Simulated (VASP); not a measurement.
V, 1 atom in the cell. The typed cell holds 1 atom: a = 2.703 Å, b = 2.670 Å, c = 2.405 Å, α = 113.75°, β = 107.43°, γ = 104.79°. 

- Program: VASP 6.6.1
- Task: single point
- Functional: PBE
- Potentials or basis: VASP PAW PBE potentials, release 64 (V_sv)
- Cutoff: 520 eV
- k mesh: 11 × 12 × 13
- Occupations: fermi-dirac, width 0.05 eV
- Spin: collinear spin, ferromagnetic start
- Starting moments: [2.0] μB
- Dipole correction: no
- Further INCAR settings: ALGO = Normal; EDIFF = 1e-07; NBANDS = 16

Potentials or basis: VASP PAW PBE potentials, release 64 (V_sv).

Launch:

```sh
$ cat potpaw_PBE.64/V_sv/POTCAR > POTCAR
$ mpirun -np 1 vasp_std > vasp.out
```

Hardware: 1 thread of Intel Xeon 8259CL, with other jobs on the host.

Q: Estimate the wall time of this run.

A: Run time: 8.9 min on 1 thread of Intel Xeon 8259CL, with other jobs on the host, peak memory 0.36 GiB. Counts: scf iterations 15, k points 859.
